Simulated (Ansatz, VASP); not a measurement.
## Two plane-wave programs on SnO2

Contents of INCAR:

```
  ALGO = Normal
  EDIFF = 1E-7
  ENCUT = 520
  GGA = PE
  ISIF = 2
  ISMEAR = 0
  IVDW = 12
  LASPH = T
  LCHARG = F
  LREAL = F
  LWAVE = F
  NBANDS = 35
  NELM = 60
  PREC = Accurate
  SIGMA = 0.05
```

Contents of KPOINTS:

```
k-points
0
Gamma
  12 12 4
```

The input POSCAR:

```
SnO2
1.0
    3.2115702651      0.0000000000      0.0000000000
   -1.6057851326      2.7813014356      0.0000000000
    0.0000000000      0.0000000000     11.1184627390
Sn O
2 4
Direct
    0.0000000000      0.0000000000      0.5000000000
    0.0000000000      0.0000000000      0.0000000000
    0.6666666667      0.3333333333      0.4018666787
    0.6666666667      0.3333333333      0.0981333213
    0.3333333333      0.6666666667      0.5981333213
    0.3333333333      0.6666666667      0.9018666787
```

Input for Ansatz:

```yaml
crystal:
  lattice:
    - [3.2115702651, 0.0, 0.0]
    - [-1.6057851326, 2.7813014356, 0.0]
    - [0.0, 0.0, 11.118462739]
  atoms:
    - { symbol: Sn, position: [0.0, 0.0, 0.5] }
    - { symbol: Sn, position: [0.0, 0.0, 0.0] }
    - { symbol: O, position: [0.6666666667, 0.3333333333, 0.4018666787] }
    - { symbol: O, position: [0.6666666667, 0.3333333333, 0.0981333213] }
    - { symbol: O, position: [0.3333333333, 0.6666666667, 0.5981333213] }
    - { symbol: O, position: [0.3333333333, 0.6666666667, 0.9018666787] }
basis:
  ecutwfc: 420
kpoints:
  mp_grid: { grid: [12, 12, 4] }
hamiltonian:
  xc: pbe
  dispersion: d3bj
scf:
  occupations: { method: gaussian, width: 0.05 }
output:
  forces: true
  stress: true
  eigenvalues: true
```

Change from the starting cell: strain +0.0750 x Voigt [0, 0, 1, 0, 0, 0], atoms carried along.

Alike in both runs: task single point; functional PBE; dispersion D3(BJ); k mesh 12 × 12 × 4; occupations gaussian, width 0.05 eV; no spin polarisation.

```csv
,VASP,Ansatz
version,VASP 6.6.1,Ansatz 0.2.0
potentials or method,"VASP PAW PBE potentials, release 64 (Sn_d, O), cutoff 520 eV","scalar-relativistic, plane waves, PAW"
valence electrons in the cell,52,52
```

VASP gave:

```
gap on the k mesh at the Fermi level (eV)                     : 2.15
least direct gap on the mesh (eV)                             : 2.44
pressure (GPa)                                                : -4.7
traceless stress, the component that is largest in VASP (GPa) : -2.50
rms of the force components (eV/Å)                            : 0.421
```

Task: Estimate Ansatz's values.

Result: gap on the k mesh at the Fermi level (eV): 2.17; least direct gap on the mesh (eV): 2.46; pressure (GPa): -5.2; traceless stress, the component that is largest in VASP (GPa): -2.27; rms of the force components (eV/Å): 0.446.

Atom by atom the forces differ by 0.025 eV/Å (rms over components).
